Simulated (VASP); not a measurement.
ZrH2, 3 atoms in the cell. Symmetry: Fm-3m, No. 225, cubic system. Conventional cell: a = 4.818 Å, b = 4.818 Å, c = 4.818 Å, α = 90.00°, β = 90.00°, γ = 90.00°. Zr (site symmetry m-3m) has 8 H at 2.09 Å within 2.8 Å. H (site symmetry -43m) has 4 Zr at 2.09 Å and 6 H at 2.41 Å within 2.8 Å. 

| Quantity | Value |
| --- | --- |
| Program | VASP 6.6.1 |
| Task | single point |
| Functional | PBEsol |
| Potentials or basis | VASP PAW PBE potentials, release 64 (Zr_sv, H) |
| Cutoff | 520 eV |
| k mesh | 8 × 8 × 8 |
| Occupations | gaussian, width 0.01 eV |
| Spin | no spin polarisation |
| Dipole correction | no |
| Further INCAR settings | ALGO = Normal; EDIFF = 1e-06; NBANDS = 14 |

Potentials or basis: VASP PAW PBE potentials, release 64 (Zr_sv, H).

Run with:

```sh
$ cat potpaw_PBE.64/Zr_sv/POTCAR potpaw_PBE.64/H/POTCAR > POTCAR
$ mpirun -np 1 vasp_std > vasp.out
```

Hardware: 1 thread of Intel Xeon 8259CL, on a shared host.

Estimate the wall time of this run.

It took 27 s on 1 thread of Intel Xeon 8259CL (shared host), peak memory 0.16 GiB. Counts: scf iterations 12, k points 29.
